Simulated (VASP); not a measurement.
MnO: single point with PBE+U

The system is MnO.

```xyz
2
Lattice="0.0000 2.2665 2.2665 2.2665 0.0000 2.2665 2.2665 2.2665 0.0000" Properties=species:S:1:pos:R:3 pbc="T T T"
Mn    0.0000    0.0000    0.0000
O     2.2665    2.2665    2.2665
```

- Program: VASP 6.6.1
- Task: single point
- Functional: PBE
- Potentials or basis: VASP PAW PBE potentials, release 64 (Mn_pv, O)
- Cutoff: 520 eV
- k mesh: 6 × 6 × 6
- Occupations: gaussian, width 0.05 eV
- Spin: collinear spin, ferromagnetic start
- Starting moments: [4.76, 0.0] μB
- Hubbard terms: Mn d U = 3.9 eV

- Pressure: -1.6 GPa
- Band gap on the k mesh: 0.10 eV, indirect (least direct gap 2.26 eV)
- Net moment: 5.00 μB per cell
- Site moments: Mn +4.63; O +0.14 μB
- Valence electrons inside the program's atomic spheres: Mn 11.29; O 4.98

Levels at points of the mesh, in eV from the valence-band top:
Spin up:
```
           k point  band 8  band 9  band 10  band 11  band 12  band 13  band 14  band 15  band 16  band 17
(0.00, 0.00, 0.00)   -3.71   -3.71    -2.43    -2.43    -2.43     0.10    14.60    16.05    16.05    16.05
(0.50, 0.00, 0.00)   -3.30   -3.30    -2.48     0.00     0.00     4.19     8.13    12.27    12.27    18.11
(0.50, 0.50, 0.00)   -3.45   -3.37    -3.08    -3.08    -3.01     5.36     8.47    10.28    13.91    13.91
```
Spin down:
```tsv
k point	band 4	band 5	band 6	band 7	band 8	band 9	band 10	band 11
(0.00, 0.00, 0.00)	-18.42	-2.15	-2.15	-2.15	1.45	3.38	3.38	3.38
(0.50, 0.00, 0.00)	-17.56	-5.90	-3.25	-3.25	4.36	4.66	4.66	5.24
(0.50, 0.50, 0.00)	-17.53	-5.11	-3.10	-3.10	1.62	4.48	4.53	5.14
```

Eigenvalues of the final occupation matrices:
```tsv
site	spin	trace	eigenvalues
site 1 d	1	4.77	0.94 0.94 0.94 0.97 0.97
site 1 d	2	0.19	0.02 0.02 0.02 0.07 0.07
```

Run time: 14 s on 1 thread of AMD EPYC 7R13 Processor (Zen 3) (shared host), peak memory 0.12 GiB.

Caveat: a cell with one magnetic atom can't hold antiferromagnetic order, which such compounds often take. The state reached can hang on the start; a lower one may exist.
